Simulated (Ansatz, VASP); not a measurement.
# SrPd5 in VASP and in Ansatz

```
Sr Pd
1.0
     5.38300    0.00000    0.00000
    -2.69150    4.66181    0.00000
     0.00000    0.00000    4.39200
Sr Pd
1 5
Direct
  0.00000 0.00000 0.00000
  0.33333 0.66667 0.00000
  0.66667 0.33333 0.00000
  0.50000 0.00000 0.50000
  0.50000 0.50000 0.50000
  0.00000 0.50000 0.50000
```

Alike in both runs: task single point; functional LDA; k mesh 2 × 2 × 2; no spin polarisation.

|  | VASP | Ansatz |
| --- | --- | --- |
| version | VASP 6.6.1 | Ansatz 0.2.0 |
| potentials or method | VASP PAW LDA potentials, release 64 (Sr_sv, Pd) | plane waves, PAW |
| plane-wave cutoff (eV) | 520 | 420 |
| occupations | fermi-dirac, width 0.1 eV | fermi-dirac |
| valence electrons in the cell | 60 | 100 |

```tsv
	VASP	Ansatz	Ansatz less VASP
pressure (GPa)	-5.3	-5.6	-0.31
traceless stress, the component that is largest in VASP (GPa)	2.28	2.31	+0.030
```

LDA's correlation is that of Perdew and Zunger in VASP and of Perdew and Wang (1992) in Ansatz. VASP's potentials hold 60 valence electrons a cell and Ansatz's 100, so a difference there can come from the potentials and not from the codes.

The k mesh is coarse, so the values compare programs but aren't converged.
